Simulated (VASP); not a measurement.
# Li3Au (Fm-3m) in VASP: further runs

Li3Au is run at these levels: LDA; tasks: single point, relaxation of cell and atoms.

All numbers are computed with VASP 6.6.1; they aren't measurements. Logs are shortened: lines on timing, memory, paths and dates and some standing lists are left out, and cuts for length are marked.

## Step 1: The cell of the first run

The structure is cubic, space group Fm-3m (No. 225). The conventional cell has a = 6.060 Å, b = 6.060 Å, c = 6.060 Å, α = 90.00°, β = 90.00°, γ = 90.00°. Within 3.5 Å of Li (site symmetry -43m) lie 10 Li at 2.62 to 3.03 Å and 4 Au at 2.62 Å. Within 3.5 Å of Li (site symmetry m-3m) lie 8 Li at 2.62 Å and 6 Au at 3.03 Å. Au (site symmetry m-3m) has 14 Li at 2.62 to 3.03 Å within 3.5 Å.

## Step 2: Single point, LDA (13.91 Å³/atom)

The input, INCAR:

```
PREC = Accurate
ENCUT = 520
EDIFF = 1E-6
ISMEAR = -1
SIGMA = 0.15
LREAL = False
LASPH = True
NELM = 60
ALGO = Normal
ISIF = 2
LWAVE = False
LCHARG = False
GGA = CA
NBANDS = 18
```

The input, KPOINTS:

```
regular mesh
0
Gamma
  12 12 12
```

The input, POSCAR:

```
Li3Au
1.0
    0.0000000000      3.0301024432      3.0301024432
    3.0301024432      0.0000000000      3.0301024432
    3.0301024432      3.0301024432      0.0000000000
Li Au
3 1
Direct
    0.2500000000      0.2500000000      0.2500000000
    0.7500000000      0.7500000000      0.7500000000
    0.5000000000      0.5000000000      0.5000000000
    0.0000000000      0.0000000000      0.0000000000
```

Potentials or basis: VASP PAW LDA potentials, release 64 (Li_sv, Au).

Launch:

```console
$ cat potpaw_LDA.64/Li_sv/POTCAR potpaw_LDA.64/Au/POTCAR > POTCAR
$ mpirun -np 1 vasp_std > vasp.out
```

OUTCAR:

```text
PREC = Accurate
   ENCUT = 520
   EDIFF = 1E-6
   ISMEAR = -1
   LREAL = False
   LASPH = True
   NELM = 60
   ISIF = 2
   GGA = CA

 ion  position               nearest neighbor table
   1  0.250  0.250  0.250-   4 2.62   4 2.62   4 2.62   4 2.62
   2  0.750  0.750  0.750-   4 2.62   4 2.62   4 2.62   4 2.62
   3  0.500  0.500  0.500-   4 3.03   4 3.03   4 3.03   4 3.03   4 3.03   4 3.03
   4  0.000  0.000  0.000-   2 2.62   2 2.62   2 2.62   1 2.62   1 2.62   1 2.62   2 2.62   1 2.62
                             3 3.03   3 3.03   3 3.03   3 3.03   3 3.03   3 3.03

  LATTYP: Found a face centered cubic cell.
 ALAT       =     6.0602048864

  Lattice vectors:

 A1 = (   0.0000000000,   3.0301024432,   3.0301024432)
 A2 = (   3.0301024432,   0.0000000000,   3.0301024432)
 A3 = (   3.0301024432,   3.0301024432,   0.0000000000)

Analysis of symmetry for initial positions (statically):
=====================================================================
 Subroutine PRICEL returns:
 Original cell was already a primitive cell.

 Routine SETGRP: Setting up the symmetry group for a
 face centered cubic supercell.

 Subroutine GETGRP returns: Found 48 space group operations
 (whereof 48 operations were pure point group operations)
 out of a pool of 48 trial point group operations.

The static configuration has the point symmetry O_h .

Analysis of symmetry for dynamics (positions and initial velocities):
=====================================================================
 Subroutine PRICEL returns:
 Original cell was already a primitive cell.

 Routine SETGRP: Setting up the symmetry group for a
 face centered cubic supercell.

 Subroutine GETGRP returns: Found 48 space group operations
 (whereof 48 operations were pure point group operations)
 out of a pool of 48 trial point group operations.

The dynamic configuration has the point symmetry O_h .

 Subroutine INISYM returns: Found 48 space group operations
 (whereof 48 operations are pure point group operations),
 and found     1 'primitive' translations

----------------------------------------------------------------------------------------

                                     Primitive cell

  volume of cell :      55.6419

  direct lattice vectors                    reciprocal lattice vectors
     0.000000000  3.030102443  3.030102443    -0.165010923  0.165010923  0.165010923
     3.030102443  0.000000000  3.030102443     0.165010923 -0.165010923  0.165010923
     3.030102443  3.030102443  0.000000000     0.165010923  0.165010923 -0.165010923

  length of vectors
     4.285211971  4.285211971  4.285211971     0.285807302  0.285807302  0.285807302

  position of ions in fractional coordinates (direct lattice)
     0.250000000  0.250000000  0.250000000
     0.750000000  0.750000000  0.750000000
     0.500000000  0.500000000  0.500000000
     0.000000000  0.000000000  0.000000000

  ion indices of the primitive-cell ions
   primitive index   ion index
                 1           1
                 2           2
                 3           3
                 4           4

----------------------------------------------------------------------------------------

 KPOINTS: regular mesh

Automatic generation of k-mesh.
 Grid dimensions read from file:
 generate k-points for:   12   12   12

 Generating k-lattice:

  Cartesian coordinates                     Fractional coordinates (reciprocal lattice)
    -0.013750910  0.013750910  0.013750910     0.083333333  0.000000000  0.000000000
     0.013750910 -0.013750910  0.013750910     0.000000000  0.083333333  0.000000000
     0.013750910  0.013750910 -0.013750910     0.000000000  0.000000000  0.083333333

  Length of vectors
     0.023817275  0.023817275  0.023817275

  Shift w.r.t. Gamma in fractional coordinates (k-lattice)
     0.000000000  0.000000000  0.000000000

 Subroutine IBZKPT returns following result:
 ===========================================

 Found     72 irreducible k-points:

 Following reciprocal coordinates:
            Coordinates               Weight
  0.000000  0.000000  0.000000      1.000000
  0.083333  0.000000  0.000000      8.000000
  0.166667  0.000000  0.000000      8.000000
  0.250000  0.000000  0.000000      8.000000
  0.333333  0.000000  0.000000      8.000000
  0.416667  0.000000  0.000000      8.000000
[... 16 lines left out ...]
  0.500000  0.166667  0.000000     24.000000
 -0.416667  0.166667  0.000000     24.000000
 [... further k-points ...]
   k-points           NKPTS =     72   k-points in BZ     NKDIM =     72   number of bands    NBANDS=     18
   number of dos      NEDOS =    301   number of ions     NIONS =      4
   total plane-waves  NPLWV =  32768
   dimension x,y,z NGX =    32 NGY =   32 NGZ =   32
   dimension x,y,z NGXF=    64 NGYF=   64 NGZF=   64
   ions per type =               3   1
   NGX,Y,Z   is equivalent  to a cutoff of  12.41, 12.41, 12.41 a.u.
[... 97 lines left out ...]
[... 10 lines left out ...]
     17      11.7255      0.00000
     18      12.0595      0.00000

 k-point     4 :       0.2500    0.0000    0.0000
  band No.  band energies     occupation
      1     -40.9491      2.00000
      2     -40.3816      2.00000
      3     -40.3658      2.00000
      4      -1.4648      2.00000
      5      -0.4287      2.00000
      6      -0.4287      2.00000
[... 10 lines left out ...]
     17      12.5670      0.00000
     18      12.5670      0.00000

 k-point     5 :       0.3333    0.0000    0.0000
  band No.  band energies     occupation
      1     -40.9482      2.00000
      2     -40.3797      2.00000
      3     -40.3685      2.00000
      4      -1.2026      2.00000
      5      -0.4374      2.00000
      6      -0.4374      2.00000
[... 10 lines left out ...]
     17      13.6313      0.00000
     18      13.6313      0.00000

 k-point     6 :       0.4167    0.0000    0.0000
  band No.  band energies     occupation
      1     -40.9475      2.00000
      2     -40.3773      2.00000
      3     -40.3713      2.00000
      4      -1.0499      2.00000
      5      -0.4598      2.00000
      6      -0.4598      2.00000
[... 10 lines left out ...]
     17      14.8252      0.00000
     18      14.8252      0.00000

 k-point     7 :       0.5000    0.0000    0.0000
  band No.  band energies     occupation
      1     -40.9473      2.00000
      2     -40.3753      2.00000
      3     -40.3736      2.00000
      4      -1.0069      2.00000
      5      -0.4700      2.00000
      6      -0.4700      2.00000
[... 10 lines left out ...]
     17      15.6912      0.00000
     18      15.6912      0.00000

 k-point     8 :       0.0833    0.0833    0.0000
  band No.  band energies     occupation
      1     -40.9505      2.00000
      2     -40.3837      2.00000
      3     -40.3626      2.00000
      4      -1.8965      2.00000
      5      -0.5084      2.00000
      6      -0.4845      2.00000
[... 10 lines left out ...]
     17      12.0331      0.00000
     18      12.0331      0.00000
[... 229 lines left out ...]
     17      13.4528      0.00000
     18      13.4528      0.00000

 k-point    20 :       0.2500    0.1667    0.0000
  band No.  band energies     occupation
      1     -40.9490      2.00000
      2     -40.3820      2.00000
      3     -40.3656      2.00000
      4      -1.4369      2.00000
      5      -0.4814      2.00000
      6      -0.3598      2.00000
[... 10 lines left out ...]
     17      13.7678      0.00000
     18      14.1941      0.00000

 k-point    21 :       0.3333    0.1667    0.0000
  band No.  band energies     occupation
      1     -40.9482      2.00000
      2     -40.3806      2.00000
      3     -40.3675      2.00000
      4      -1.1679      2.00000
      5      -0.4280      2.00000
      6      -0.3793      2.00000
[... 10 lines left out ...]
     17      13.8225      0.00000
     18      15.0036      0.00000

 k-point    22 :       0.4167    0.1667    0.0000
  band No.  band energies     occupation
      1     -40.9475      2.00000
      2     -40.3788      2.00000
      3     -40.3699      2.00000
      4      -0.9403      2.00000
      5      -0.4290      2.00000
      6      -0.3339      2.00000
[... 10 lines left out ...]
     17      13.9932      0.00000
     18      15.9745      0.00000

 k-point    23 :       0.5000    0.1667    0.0000
  band No.  band energies     occupation
      1     -40.9470      2.00000
      2     -40.3765      2.00000
      3     -40.3725      2.00000
      4      -0.8302      2.00000
      5      -0.4552      2.00000
      6      -0.3509      2.00000
[... 10 lines left out ...]
     17      14.4815      0.00000
     18      15.8768      0.00000

 k-point    24 :      -0.4167    0.1667    0.0000
  band No.  band energies     occupation
      1     -40.9470      2.00000
      2     -40.3754      2.00000
      3     -40.3736      2.00000
      4      -0.8094      2.00000
      5      -0.4596      2.00000
      6      -0.3567      2.00000
[... 10 lines left out ...]
     17      14.4149      0.00000
     18      15.4001      0.00000

 [... further k-points ...]
[... 5 lines left out ...]
  --------------------------------------------------------------------------------------
  -------------------------------------------------------------------------------------
  Total        0.3044788      0.3044788      0.3044788      0.0000000      0.0000000     -0.0000000
  in kB        8.7672968      8.7672968      8.7672968      0.0000000      0.0000000     -0.0000000
  external PRESSURE =       8.7672968 kB  Pullay stress =       0.0000000 kB

 VOLUME and BASIS-vectors are now :
 -----------------------------------------------------------------------------
  energy-cutoff  :      520.00
  volume of cell :       55.64
      direct lattice vectors                 reciprocal lattice vectors
     0.000000000  3.030102443  3.030102443    -0.165010923  0.165010923  0.165010923
     3.030102443  0.000000000  3.030102443     0.165010923 -0.165010923  0.165010923
     3.030102443  3.030102443  0.000000000     0.165010923  0.165010923 -0.165010923

 POSITION                                       TOTAL-FORCE (eV/Angst)
 -----------------------------------------------------------------------------------
      1.51505      1.51505      1.51505         0.000000     -0.000000     -0.000000
      4.54515      4.54515      4.54515        -0.000000     -0.000000      0.000000
      3.03010      3.03010      3.03010        -0.000000      0.000000      0.000000
      0.00000      0.00000      0.00000        -0.000000      0.000000      0.000000
 -----------------------------------------------------------------------------------
    total drift:                                0.000000     -0.000000      0.000000

  FREE ENERGIE OF THE ION-ELECTRON SYSTEM (eV)
  ---------------------------------------------------
  free  energy   TOTEN  =       -12.2429015706 eV

  energy  without entropy=      -12.1456157956  energy(sigma->0) =      -12.19425868
```

Run time: 21 s. Hardware: 1 thread of Intel Xeon 6975P-C (Granite Rapids), shared host; peak memory 0.19 GiB.

What came out:

```
Free energy            : -12.2429 eV
Band gap on the k mesh : zero (bands 10 and 11 overlap by 4.88 eV)
```

Levels at points of the mesh, in eV from the Fermi level:
```csv
k point,band 8,band 9,band 10,band 11,band 12,band 13
"(0.00, 0.00, 0.00)",-4.34,-4.34,4.22,4.22,4.22,6.34
"(0.50, 0.00, 0.00)",-4.21,-3.74,-2.15,3.15,3.15,4.87
"(0.50, 0.50, 0.00)",-4.16,-3.22,-1.38,-0.06,-0.06,4.52
```

Caveat: the cutoff is under 1.25 times the usual one of these potentials, so pressure, stress and relaxed cells hold a basis-set (Pulay) error; spin-orbit coupling is left out, which moves the levels of the heavy elements.

## Step 3: Single point, LDA

This run uses another cell than the first one, of 14.19 Å³/atom.

The input, INCAR:

```
  ALGO = Fast
  EDIFF = 1E-6
  ENCUT = 520
  ISIF = 2
  ISMEAR = -1
  LASPH = T
  LCHARG = F
  LREAL = F
  LWAVE = F
  NBANDS = 18
  NELM = 100
  PREC = Accurate
  SIGMA = 0.15
```

The input, KPOINTS:

```
k-points
0
Gamma
  12 12 12
```

The input, POSCAR:

```
Li3Au
1.0
    0.0000000000      3.0505767294      3.0505767294
    3.0505767294      0.0000000000      3.0505767294
    3.0505767294      3.0505767294      0.0000000000
Li Au
3 1
Direct
    0.2500000000      0.2500000000      0.2500000000
    0.7500000000      0.7500000000      0.7500000000
    0.5000000000      0.5000000000      0.5000000000
    0.0000000000      0.0000000000      0.0000000000
```

Potentials or basis: VASP PAW LDA potentials, release 64 (Li_sv, Au).

Launch:

```console
$ cat potpaw_LDA.64/Li_sv/POTCAR potpaw_LDA.64/Au/POTCAR > POTCAR
$ mpirun -np 1 vasp_std > vasp.out
```

Run time: 36 s. Hardware: 1 thread of Intel Xeon 6975P-C (Granite Rapids), shared host; peak memory 0.19 GiB.

Results (log left out):

```yaml
Free_energy: -12.2470 eV
Band_gap_on_the_k_mesh: zero (bands 10 and 11 overlap by 4.83 eV)
```

Levels at points of the mesh, in eV from the Fermi level:
| k point | band 7 | band 8 | band 9 | band 10 | band 11 | band 12 | band 13 | band 14 |
| --- | --- | --- | --- | --- | --- | --- | --- | --- |
| (0.00, 0.00, 0.00) | -4.74 | -4.30 | -4.30 | 4.18 | 4.18 | 4.18 | 6.24 | 6.24 |
| (0.50, 0.00, 0.00) | -4.18 | -4.18 | -3.71 | -2.13 | 3.12 | 3.12 | 4.80 | 4.80 |
| (0.50, 0.50, 0.00) | -4.18 | -4.12 | -3.20 | -1.37 | -0.04 | -0.04 | 4.40 | 6.99 |

Caveat: the cutoff is under 1.25 times the usual one of these potentials, so pressure, stress and relaxed cells hold a basis-set (Pulay) error; spin-orbit coupling is left out, which moves the levels of the heavy elements.

## Step 4: Single point, LDA (14.48 Å³/atom)

This run uses another cell than the first one, of 14.48 Å³/atom.

The input, INCAR:

```
SYSTEM = Li3Au
PREC = Accurate ; ENCUT = 520
EDIFF = 1E-6 ; ISMEAR = -1
SIGMA = 0.15 ; LREAL = .FALSE.
LASPH = .TRUE. ; NELM = 80
ALGO = Normal ; ISIF = 2
LWAVE = .FALSE. ; LCHARG = .TRUE.
GGA = CA ; LELF = .TRUE.
LVHAR = .TRUE. ; NBANDS = 18
```

The input, KPOINTS:

```
regular mesh
0
G
  12 12 12
  0 0 0
```

The input, POSCAR:

```
Li3Au
1.0
    0.0000000000      3.0707798131      3.0707798131
    3.0707798131      0.0000000000      3.0707798131
    3.0707798131      3.0707798131      0.0000000000
Li Au
3 1
Direct
    0.2500000000      0.2500000000      0.2500000000
    0.7500000000      0.7500000000      0.7500000000
    0.5000000000      0.5000000000      0.5000000000
    0.0000000000      0.0000000000      0.0000000000
```

Launch:

```console
$ cat potpaw_LDA.64/Li_sv/POTCAR potpaw_LDA.64/Au/POTCAR > POTCAR
$ mpirun -np 1 vasp_std > vasp.out
```

Wall time 20 s (1 thread of Intel Xeon 6975P-C (Granite Rapids), shared host); peak memory 0.19 GiB.

It converged, with:

- Free energy: -12.2452 eV
- Band gap on the k mesh: zero (bands 10 and 11 overlap by 4.78 eV)

Levels at points of the mesh, in eV from the Fermi level:
```tsv
k point	band 6	band 7	band 8	band 9	band 10	band 11	band 12	band 13	band 14	band 15
(0.00, 0.00, 0.00)	-4.68	-4.68	-4.26	-4.26	4.14	4.14	4.14	6.15	6.15	6.15
(0.50, 0.00, 0.00)	-4.64	-4.14	-4.14	-3.69	-2.11	3.09	3.09	4.73	4.73	7.30
(0.50, 0.50, 0.00)	-4.14	-4.14	-4.09	-3.19	-1.36	-0.02	-0.02	4.29	6.85	11.27
```

Caveat: the cutoff is under 1.25 times the usual one of these potentials, so pressure, stress and relaxed cells hold a basis-set (Pulay) error; spin-orbit coupling is left out, which moves the levels of the heavy elements.

## Step 5: Relaxation of cell and atoms, LDA

This run uses another cell than the first one, of 14.17 Å³/atom.

The input, INCAR:

```
PREC = Accurate ; ENCUT = 600
EDIFF = 1E-6 ; ISMEAR = -1
SIGMA = 0.15 ; LREAL = F
LASPH = T ; NELM = 80
ALGO = Normal ; ISIF = 3
LWAVE = F ; LCHARG = F
GGA = CA ; IBRION = 2
NSW = 80 ; EDIFFG = -0.001
```

The input, KPOINTS:

```
Automatic mesh
0
Gamma
  12 12 12
```

The input, POSCAR:

```
Li3Au
1.0
    0.0000000000      3.0489335933      3.0489335933
    3.0489335933      0.0000000000      3.0489335933
    3.0489335933      3.0489335933      0.0000000000
Li Au
3 1
Direct
    0.2500000000      0.2500000000      0.2500000000
    0.7500000000      0.7500000000      0.7500000000
    0.5000000000      0.5000000000      0.5000000000
    0.0000000000      0.0000000000      0.0000000000
```

Launch:

```console
$ cat potpaw_LDA.64/Li_sv/POTCAR potpaw_LDA.64/Au/POTCAR > POTCAR
$ mpirun -np 1 vasp_std > vasp.out
```

Run time: 54 s. Hardware: 1 thread of Intel Xeon 6975P-C (Granite Rapids), shared host; peak memory 0.21 GiB.

It converged, with:

```yaml
Free_energy: -12.2463 eV
Relaxed_volume: 14.18 Å³/atom
Relaxed_cell: a = 4.313 Å, b = 4.313 Å, c = 4.313 Å, α = 60.00°, β = 60.00°, γ = 60.00°
Space_group_after_relaxing_to_0.1_Å: Fm-3m (No. 225)
Energy_gained_by_relaxing: 0.0 meV/atom
Ionic_steps: 5
Pressure_after_relaxing: 0.0 GPa
Band_gap_on_the_k_mesh: zero (bands 10 and 11 overlap by 4.83 eV)
```

Final structure:
```
CELL_PARAMETERS angstrom
0.00000 3.04944 3.04944
3.04944 0.00000 3.04944
3.04944 3.04944 0.00000
ATOMIC_POSITIONS crystal
Li 0.25000 0.25000 0.25000
Li 0.75000 0.75000 0.75000
Li 0.50000 0.50000 0.50000
Au 0.00000 0.00000 0.00000
```

Levels at points of the mesh, in eV from the Fermi level:
| k point | band 7 | band 8 | band 9 | band 10 | band 11 | band 12 | band 13 | band 14 |
| --- | --- | --- | --- | --- | --- | --- | --- | --- |
| (0.00, 0.00, 0.00) | -4.74 | -4.30 | -4.30 | 4.18 | 4.18 | 4.18 | 6.25 | 6.25 |
| (0.50, 0.00, 0.00) | -4.18 | -4.18 | -3.71 | -2.13 | 3.12 | 3.12 | 4.80 | 4.80 |
| (0.50, 0.50, 0.00) | -4.18 | -4.12 | -3.20 | -1.37 | -0.04 | -0.04 | 4.41 | 6.99 |

Caveat: the cutoff is under 1.25 times the usual one of these potentials, so pressure, stress and relaxed cells hold a basis-set (Pulay) error; spin-orbit coupling is left out, which moves the levels of the heavy elements.

## Step 6: Summary

| task | cell | cutoff (eV) | gap on the mesh (eV) |
| --- | --- | --- | --- |
| single point | a = 4.285 Å, angles 60.0°, 4 atoms | 520 | none |
| single point | a = 4.314 Å, angles 60.0°, 4 atoms | 520 | none |
| single point | a = 4.343 Å, angles 60.0°, 4 atoms | 520 | none |
| relaxation of cell and atoms | relaxed from a = 4.312 Å, angles 60.0°, 4 atoms | 600 | none |

Alike in all rows: level LDA; potentials or basis VASP PAW LDA potentials, release 64 (Li_sv, Au); no spin polarisation; k mesh 12 × 12 × 12; smearing fermi-dirac 0.15 eV.

Caveats: the cutoff is under 1.25 times the usual one of these potentials, so pressure, stress and relaxed cells hold a basis-set (Pulay) error; spin-orbit coupling is left out, which moves the levels of the heavy elements.

Total energies depend on the potentials used, so only differences within one code and one set of settings carry meaning.
